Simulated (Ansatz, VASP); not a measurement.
# Two plane-wave programs on Sc2SbP3

```
CELL_PARAMETERS angstrom
4.35576 0.00000 0.00000
-2.17788 3.77220 0.00000
0.00000 0.00000 8.55606
ATOMIC_POSITIONS crystal
Sc 0.33333 0.66667 0.24782
Sc 0.33333 0.66667 0.75218
Sb 0.66667 0.33333 0.00000
P 0.66667 0.33333 0.50000
P 0.00000 0.00000 0.00000
P 0.00000 0.00000 0.50000
```

Change from the starting cell: species swapped into the Gd2CoNi3 type (P-6m2, No. 187).

Alike in both runs: task relaxation of cell and atoms; functional PBE; k mesh 6 × 6 × 2; occupations gaussian, width 0.1 eV; no spin polarisation.

|  | VASP | Ansatz |
| --- | --- | --- |
| version | VASP 6.6.1 | Ansatz 0.2.0 |
| potentials or method | VASP PAW PBE potentials, release 64 (Sc_sv, Sb, P), cutoff 600 eV | scalar-relativistic, plane waves, PAW |
| valence electrons in the cell | 42 | 52 |

```csv
,VASP,Ansatz,Ansatz less VASP
"gap on the k mesh at the Fermi level, each at its own relaxed structure (eV)",none,none,-
relaxed volume (Å³/atom),19.59,19.59,+0.002
relaxed length of the cell vector where the two differ most in proportion (Å),6.975,6.993,+0.0179
```

A gap of «none» marks a metal or a gap that the smearing closes. VASP's potentials hold 42 valence electrons a cell and Ansatz's 52, so a difference there can come from the potentials and not from the codes.

The k mesh is coarse, so the values compare programs but aren't converged. Spin-orbit coupling is off throughout. Noted on VASP's run: the volume moved by over 15 % at a fixed basis, so the end points are rough.
